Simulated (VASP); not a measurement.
# HfN (F-43m) in VASP: settings compared

The runs below take HfN through single point, with r2SCAN, PBEsol.

Program: VASP 6.6.1. These are calculated values, not measurements. Logs are shortened: lines on timing, memory, paths and dates and some standing lists are left out, and cuts for length are marked.

## (1) The cell of the first run

It takes space group F-43m (No. 216, cubic). The conventional cell has a = 4.809 Å, b = 4.809 Å, c = 4.809 Å, α = 90.00°, β = 90.00°, γ = 90.00°. Hf (site symmetry -43m) has 4 N at 2.08 Å within 2.8 Å. N (site symmetry -43m) has 4 Hf at 2.08 Å within 2.8 Å.

## (2) Single point, r2SCAN

POSCAR reads:

```
HfN
1.0
    0.0000000000      2.4047095306      2.4047095306
    2.4047095306      0.0000000000      2.4047095306
    2.4047095306      2.4047095306      0.0000000000
Hf N
1 1
Direct
    0.0000000000      0.0000000000      0.0000000000
    0.2500000000      0.2500000000      0.2500000000
```

INCAR.step1 reads:

```
PREC = Accurate
ENCUT = 520
ISMEAR = -1
SIGMA = 0.05
LREAL = F
LASPH = T
NELM = 60
NBANDS = 14
GGA = PE
ALGO = Normal
EDIFF = 1E-4
LWAVE = T
LCHARG = F
```

INCAR.step2 reads:

```
PREC = Accurate
ENCUT = 520
EDIFF = 1E-6
ISMEAR = -1
SIGMA = 0.05
LREAL = F
LASPH = T
NELM = 60
ALGO = Normal
ISIF = 2
LWAVE = F
LCHARG = T
METAGGA = R2SCAN
LMIXTAU = T
LELF = T
LVHAR = T
NBANDS = 14
ISTART = 1
```

KPOINTS reads:

```
regular mesh
0
Gamma
  9 9 9
```

Potentials or basis: VASP PAW PBE potentials, release 64 (Hf_pv, N).

Command:

```
$ cat potpaw_PBE.64/Hf_pv/POTCAR potpaw_PBE.64/N/POTCAR > POTCAR
$ cp INCAR.step1 INCAR
$ mpirun -np 1 vasp_std > vasp.out
$ cp INCAR.step2 INCAR
$ mpirun -np 1 vasp_std > vasp.out
```

OUTCAR:

```text
PREC = Accurate
   ENCUT = 520
   EDIFF = 1E-6
   ISMEAR = -1
   LREAL = F
   LASPH = T
   NELM = 60
   ISIF = 2
   METAGGA = R2SCAN
   ISTART = 1

 ion  position               nearest neighbor table
   1  0.000  0.000  0.000-   2 2.08   2 2.08   2 2.08   2 2.08
   2  0.250  0.250  0.250-   1 2.08   1 2.08   1 2.08   1 2.08

  LATTYP: Found a face centered cubic cell.
 ALAT       =     4.8094190612

  Lattice vectors:

 A1 = (   0.0000000000,   2.4047095306,   2.4047095306)
 A2 = (   2.4047095306,   0.0000000000,   2.4047095306)
 A3 = (   2.4047095306,   2.4047095306,   0.0000000000)

Analysis of symmetry for initial positions (statically):
=====================================================================
 Subroutine PRICEL returns:
 Original cell was already a primitive cell.

 Routine SETGRP: Setting up the symmetry group for a
 face centered cubic supercell.

 Subroutine GETGRP returns: Found 24 space group operations
 (whereof 24 operations were pure point group operations)
 out of a pool of 48 trial point group operations.

The static configuration has the point symmetry T_d .

Analysis of symmetry for dynamics (positions and initial velocities):
=====================================================================
 Subroutine PRICEL returns:
 Original cell was already a primitive cell.

 Routine SETGRP: Setting up the symmetry group for a
 face centered cubic supercell.

 Subroutine GETGRP returns: Found 24 space group operations
 (whereof 24 operations were pure point group operations)
 out of a pool of 48 trial point group operations.

The dynamic configuration has the point symmetry T_d .

 Subroutine INISYM returns: Found 24 space group operations
 (whereof 24 operations are pure point group operations),
 and found     1 'primitive' translations

----------------------------------------------------------------------------------------

                                     Primitive cell

  volume of cell :      27.8111

  direct lattice vectors                    reciprocal lattice vectors
     0.000000000  2.404709531  2.404709531    -0.207925321  0.207925321  0.207925321
     2.404709531  0.000000000  2.404709531     0.207925321 -0.207925321  0.207925321
     2.404709531  2.404709531  0.000000000     0.207925321  0.207925321 -0.207925321

  length of vectors
[... 84 lines left out ...]
   EDIFFG = 0.1E-04   stopping-criterion for IOM
   NSW    =      0    number of steps for IOM
   IBRION =     -1    ionic relax: 0-MD 1-quasi-New 2-CG
   NFREE  =      0    steps in history (QN), initial steepest desc. (CG)
   ISIF   =      2    stress and relaxation
   ISYM   =      2    0-nonsym 1-usesym 2-fastsym
   POTIM  = 0.5000    time-step for ionic-motion
   TEBEG  =    0.0;   TEEND  =   0.0 temperature during run
   PSTRESS=    0.0 pullay stress
   NELECT =      15.0000    total number of electrons
   NUPDOWN=      -1.0000    fix difference up-down
   EMIN   =  10.00;   EMAX   =-10.00  energy-range for DOS
   EFERMI =   0.00;   METHOD = LEGACY
   ISMEAR =    -1;   SIGMA  =   0.05  broadening in eV -4-tet -1-fermi 0-gaus
   EFERMI_NEDOS =   21; number of points for ismear=-14 and -15
   IALGO  =     38    algorithm
   IMIX   =      4    mixing-type and parameters
     AMIX     =   0.40;   BMIX     =  1.00
     AMIX_MAG =   1.60;   BMIX_MAG =  1.00
  volume/ion in A,a.u.               =      13.91        93.84
  Fermi-wavevector in a.u.,A,eV,Ry     =   1.332598  2.518246 24.161478  1.775819
  Thomas-Fermi vector in A             =   2.461521
   LORBIT       =      0    0 simple, 1 ext, 2 COOP (PROOUT), +10 PAW based schemes
   METAGGA = R2SCAN    functional components
   LHFCALC =     F    Hartree Fock is set to
   AEXX    =    0.0000 exact exchange contribution
   IVDW    =     0    specifies the selected vdW correction
   LEPSILON=     F    determine dielectric tensor
   LRPA    =     F    only Hartree local field effects (RPA)
 non-spin polarized calculation
  energy-cutoff  :      520.00
  volume of cell :       27.81
 maximum number of plane-waves:       759
 NGX is ok and might be reduce to    28
   NGX = 13   NGY = 13   NGZ = 13

 number of electron      15.0000001 magnetization

 Free energy of the ion-electron system (eV)
  ---------------------------------------------------
  ext. energy  EPLUGINS =         0.00000000
  ---------------------------------------------------
  free energy    TOTEN  =       -57.67808879 eV

  energy without entropy =      -57.67410367  energy(sigma->0) =      -57.67609623

 E-fermi :   6.2663     XC(G=0): -12.2733

 val. band max:        6.2093631487   @ k =  -0.2222   0.3333   0.1111
 cond. band min:       6.4105557398   @ k =   0.1111   0.0000   0.0000
 fundamental gap:      0.2011925911
 Fermi energy:         6.2662898613

 k-point     1 :       0.0000    0.0000    0.0000
  band No.  band energies     occupation
      1     -25.8486      2.00000
      2     -25.8486      2.00000
      3     -25.8486      2.00000
      4     -11.2988      2.00000
      5       0.1471      2.00000
      6       0.1471      2.00000
      7       0.1472      2.00000
      8       5.7370      1.99995
      9       8.8814      0.00000
     10       8.8814      0.00000
     11      13.6013      0.00000
     12      13.6013      0.00000
     13      13.6013      0.00000
     14      17.7865      0.00000
[... 377 lines left out ...]
      1     -26.4610      2.00000
      2     -26.0501      2.00000
      3     -26.0501      2.00000
      4      -9.7198      2.00000
      5      -1.2702      2.00000
      6       2.1663      2.00000
      7       2.1663      2.00000
      8       4.9769      2.00000
      9       9.1277      0.00000
     10      10.8509      0.00000
     11      11.6342      0.00000
     12      11.6342      0.00000
     13      16.5029      0.00000
     14      17.7867      0.00000

 [... further k-points ...]
[... 5 lines left out ...]
  --------------------------------------------------------------------------------------
  -------------------------------------------------------------------------------------
  Total        1.7502066      1.7502066      1.7502066     -0.0000000      0.0000000     -0.0000000
  in kB      100.8282026    100.8282026    100.8282026     -0.0000000      0.0000000     -0.0000000
  external PRESSURE =     100.8282026 kB  Pullay stress =       0.0000000 kB

 VOLUME and BASIS-vectors are now :
 -----------------------------------------------------------------------------
  energy-cutoff  :      520.00
  volume of cell :       27.81
      direct lattice vectors                 reciprocal lattice vectors
     0.000000000  2.404709531  2.404709531    -0.207925321  0.207925321  0.207925321
     2.404709531  0.000000000  2.404709531     0.207925321 -0.207925321  0.207925321
     2.404709531  2.404709531  0.000000000     0.207925321  0.207925321 -0.207925321

 POSITION                                       TOTAL-FORCE (eV/Angst)
 -----------------------------------------------------------------------------------
      0.00000      0.00000      0.00000         0.000000      0.000000      0.000000
      1.20235      1.20235      1.20235        -0.000000     -0.000000     -0.000000
 -----------------------------------------------------------------------------------
    total drift:                                0.000000      0.000000      0.000000

  FREE ENERGIE OF THE ION-ELECTRON SYSTEM (eV)
  ---------------------------------------------------
  free  energy   TOTEN  =       -57.6780887942 eV

  energy  without entropy=      -57.6741036715  energy(sigma->0) =      -57.67609623
```

OUTCAR.step1:

```text
PREC = Accurate
   ENCUT = 520
   ISMEAR = -1
   LREAL = F
   LASPH = T
   NELM = 60
[... 627 lines left out ...]
 -----------------------------------------------------------------------------------
      0.00000      0.00000      0.00000         0.000000      0.000000      0.000000
      1.20235      1.20235      1.20235        -0.000000     -0.000000     -0.000000
 -----------------------------------------------------------------------------------
    total drift:                               -0.000000     -0.000000     -0.000000

  FREE ENERGIE OF THE ION-ELECTRON SYSTEM (eV)
  ---------------------------------------------------
  free  energy   TOTEN  =       -21.1542785489 eV

  energy  without entropy=      -21.1493615947  energy(sigma->0) =      -21.15182007
```

OSZICAR.step1:

```text
N       E                     dE             d eps       ncg     rms          rms(c)
DAV:   1     0.442702385186E+02    0.44270E+02   -0.77176E+03   980   0.983E+02
DAV:   2    -0.222359011284E+02   -0.66506E+02   -0.62626E+02  1350   0.240E+02
DAV:   3    -0.247241780012E+02   -0.24883E+01   -0.24801E+01  1136   0.385E+01
DAV:   4    -0.247371772288E+02   -0.12999E-01   -0.12999E-01  1166   0.331E+00
DAV:   5    -0.247372998236E+02   -0.12259E-03   -0.12259E-03  1154   0.284E-01    0.600E+01
DAV:   6    -0.212392862752E+02    0.34980E+01   -0.12318E+01  1046   0.251E+01    0.427E+01
DAV:   7    -0.211703285473E+02    0.68958E-01   -0.63776E-01  1052   0.726E+00    0.258E+01
DAV:   8    -0.211603140880E+02    0.10014E-01   -0.73404E-02  1190   0.252E+00    0.632E+00
DAV:   9    -0.211543813105E+02    0.59328E-02   -0.16802E-02  1118   0.965E-01    0.173E+00
DAV:  10    -0.211543012643E+02    0.80046E-04   -0.14275E-03  1148   0.348E-01    0.260E-01
DAV:  11    -0.211542785489E+02    0.22715E-04   -0.89660E-05   672   0.923E-02
   1 F= -.21154279E+02 E0= -.21151820E+02  d E =-.491695E-02
```

Wall time 55 s (1 thread of AMD EPYC 7R13 (Zen 3), shared host); peak memory 0.14 GiB.

Results:

```yaml
Free_energy: -57.6781 eV
Pressure: 10.1 GPa
```

Caveat: the PAW data sets were made with another functional, which shifts forces and pressure a little; spin-orbit coupling is left out, which moves the levels of the heavy elements.

## (3) Single point, r2SCAN

This run uses another cell than the first one, of 14.79 Å³/atom, 1.064 times its volume.

POSCAR reads:

```
HfN
1.0
    0.0000000000      2.4548220000      2.4548220000
    2.4548220000      0.0000000000      2.4548220000
    2.4548220000      2.4548220000      0.0000000000
Hf N
1 1
Direct
    0.0000000000      0.0000000000      0.0000000000
    0.2500000000      0.2500000000      0.2500000000
```

INCAR.step1 reads:

```
SYSTEM = HfN
  ALGO = Normal
  EDIFF = 1E-4
  ENCUT = 520
  GGA = PE
  ISMEAR = -1
  LASPH = .True.
  LCHARG = .False.
  LREAL = .False.
  LWAVE = .True.
  NBANDS = 14
  NELM = 80
  PREC = Accurate
  SIGMA = 0.05
```

INCAR.step2 reads:

```
SYSTEM = HfN
  ALGO = Normal
  EDIFF = 1E-7
  ENCUT = 520
  ISIF = 2
  ISMEAR = -1
  ISTART = 1
  LASPH = .True.
  LCHARG = .False.
  LMIXTAU = .True.
  LREAL = .False.
  LWAVE = .False.
  METAGGA = R2SCAN
  NBANDS = 14
  NELM = 80
  PREC = Accurate
  SIGMA = 0.05
```

KPOINTS reads:

```
k-points
0
Gamma
  9 9 9
  0 0 0
```

Potentials or basis: VASP PAW PBE potentials, release 64 (Hf_pv, N).

Command:

```
$ cat potpaw_PBE.64/Hf_pv/POTCAR potpaw_PBE.64/N/POTCAR > POTCAR
$ cp INCAR.step1 INCAR
$ mpirun -np 1 vasp_std > vasp.out
$ cp INCAR.step2 INCAR
$ mpirun -np 1 vasp_std > vasp.out
```

Wall time 67 s (1 thread of AMD EPYC 7R13 (Zen 3), shared host); peak memory 0.14 GiB.

Results (log left out):

```yaml
Free_energy: -57.7117 eV
Pressure: -3.6 GPa
```

Levels at points of the mesh, in eV from the Fermi level:
| k point | band 4 | band 5 | band 6 | band 7 | band 8 | band 9 | band 10 | band 11 | band 12 | band 13 |
| --- | --- | --- | --- | --- | --- | --- | --- | --- | --- | --- |
| (0.00, 0.00, 0.00) | -17.23 | -5.80 | -5.80 | -5.80 | -0.67 | 2.48 | 2.48 | 6.92 | 6.92 | 6.92 |

Caveat: the PAW data sets were made with another functional, which shifts forces and pressure a little; spin-orbit coupling is left out, which moves the levels of the heavy elements.

## (4) Single point, r2SCAN

This run uses another cell than the first one, of 15.38 Å³/atom, 1.106 times its volume.

POSCAR reads:

```
HfN
1.0
    0.0000000000      2.4871259940      2.4871259940
    2.4871259940      0.0000000000      2.4871259940
    2.4871259940      2.4871259940      0.0000000000
Hf N
1 1
Direct
    0.0000000000      0.0000000000      0.0000000000
    0.2500000000      0.2500000000      0.2500000000
```

INCAR.step1 reads:

```
SYSTEM = HfN
PREC     = Accurate       ! precision mode
ENCUT    = 520            ! plane-wave cutoff, eV
ISMEAR   = -1             ! smearing method
SIGMA    = 0.05           ! smearing width, eV
LREAL    = .False.        ! projectors in reciprocal space
LASPH    = .True.         ! aspherical terms in the spheres
NELM     = 80             ! most SCF steps
NBANDS   = 14             ! bands
GGA      = PE             ! functional
ALGO     = Normal         ! electronic algorithm
EDIFF    = 1E-4           ! SCF threshold, eV
LWAVE    = .True.         ! write WAVECAR
LCHARG   = .False.        ! write CHGCAR
```

INCAR.step2 reads:

```
SYSTEM = HfN
PREC     = Accurate       ! precision mode
ENCUT    = 520            ! plane-wave cutoff, eV
EDIFF    = 1E-6           ! SCF threshold, eV
ISMEAR   = -1             ! smearing method
SIGMA    = 0.05           ! smearing width, eV
LREAL    = .False.        ! projectors in reciprocal space
LASPH    = .True.         ! aspherical terms in the spheres
NELM     = 80             ! most SCF steps
ALGO     = Normal         ! electronic algorithm
ISIF     = 2              ! what is computed and relaxed
LWAVE    = .False.        ! write WAVECAR
LCHARG   = .True.         ! write CHGCAR
METAGGA  = R2SCAN         ! meta-GGA
LMIXTAU  = .True.       
LELF     = .True.         ! ELF
LVHAR    = .True.       
NBANDS   = 14             ! bands
ISTART   = 1
```

KPOINTS reads:

```
regular mesh
0
Gamma
  9 9 9
  0 0 0
```

Potentials or basis: VASP PAW PBE potentials, release 64 (Hf_pv, N).

Command:

```
$ cat potpaw_PBE.64/Hf_pv/POTCAR potpaw_PBE.64/N/POTCAR > POTCAR
$ cp INCAR.step1 INCAR
$ mpirun -np 1 vasp_std > vasp.out
$ cp INCAR.step2 INCAR
$ mpirun -np 1 vasp_std > vasp.out
```

OUTCAR:

```text
SYSTEM = HfN
   PREC = Accurate
   ENCUT = 520
   EDIFF = 1E-6
   ISMEAR = -1
   LREAL = .False.
   LASPH = .True.
   NELM = 80
   ISIF = 2
   METAGGA = R2SCAN
   ISTART = 1

 ion  position               nearest neighbor table
   1  0.000  0.000  0.000-   2 2.15   2 2.15   2 2.15   2 2.15
   2  0.250  0.250  0.250-   1 2.15   1 2.15   1 2.15   1 2.15

  LATTYP: Found a face centered cubic cell.
 ALAT       =     4.9742519880

  Lattice vectors:

[... 585 lines left out ...]
      8       4.2653      2.00000
      9       8.0129      0.00000
     10       9.5274      0.00000
     11      10.2294      0.00000
     12      10.2294      0.00000
     13      14.4534      0.00000
     14      16.4766      0.00000

 [... further k-points ...]
[... 5 lines left out ...]
  --------------------------------------------------------------------------------------
  -------------------------------------------------------------------------------------
  Total       -2.0333093     -2.0333093     -2.0333093      0.0000000      0.0000000      0.0000000
  in kB     -105.8743280   -105.8743280   -105.8743280      0.0000000      0.0000000      0.0000000
  external PRESSURE =    -105.8743280 kB  Pullay stress =       0.0000000 kB

 VOLUME and BASIS-vectors are now :
 -----------------------------------------------------------------------------
  energy-cutoff  :      520.00
  volume of cell :       30.77
      direct lattice vectors                 reciprocal lattice vectors
     0.000000000  2.487125994  2.487125994    -0.201035252  0.201035252  0.201035252
     2.487125994  0.000000000  2.487125994     0.201035252 -0.201035252  0.201035252
     2.487125994  2.487125994  0.000000000     0.201035252  0.201035252 -0.201035252

 POSITION                                       TOTAL-FORCE (eV/Angst)
 -----------------------------------------------------------------------------------
      0.00000      0.00000      0.00000        -0.000000      0.000000     -0.000000
      1.24356      1.24356      1.24356         0.000000     -0.000000      0.000000
 -----------------------------------------------------------------------------------
    total drift:                                0.000001      0.000001      0.000001

  FREE ENERGIE OF THE ION-ELECTRON SYSTEM (eV)
  ---------------------------------------------------
  free  energy   TOTEN  =       -57.6594871686 eV

  energy  without entropy=      -57.6531630896  energy(sigma->0) =      -57.65632513
```

OUTCAR.step1:

```text
SYSTEM = HfN
   PREC = Accurate
   ENCUT = 520
   ISMEAR = -1
   LREAL = .False.
   LASPH = .True.
[... 629 lines left out ...]
      0.00000      0.00000      0.00000         0.000000      0.000000      0.000000
      1.24356      1.24356      1.24356        -0.000000     -0.000000     -0.000000
 -----------------------------------------------------------------------------------
    total drift:                               -0.000000     -0.000000     -0.000000

  FREE ENERGIE OF THE ION-ELECTRON SYSTEM (eV)
  ---------------------------------------------------
  free  energy   TOTEN  =       -21.1941697034 eV

  energy  without entropy=      -21.1878986661  energy(sigma->0) =      -21.19103418
```

It took 53 s on 1 thread of AMD EPYC 7R13 (Zen 3), shared host; peak memory 0.14 GiB.

What came out:

- Free energy: -57.6595 eV
- Pressure: -10.6 GPa

Caveat: the PAW data sets were made with another functional, which shifts forces and pressure a little; spin-orbit coupling is left out, which moves the levels of the heavy elements.

(Part 1 of 2 ends here.)
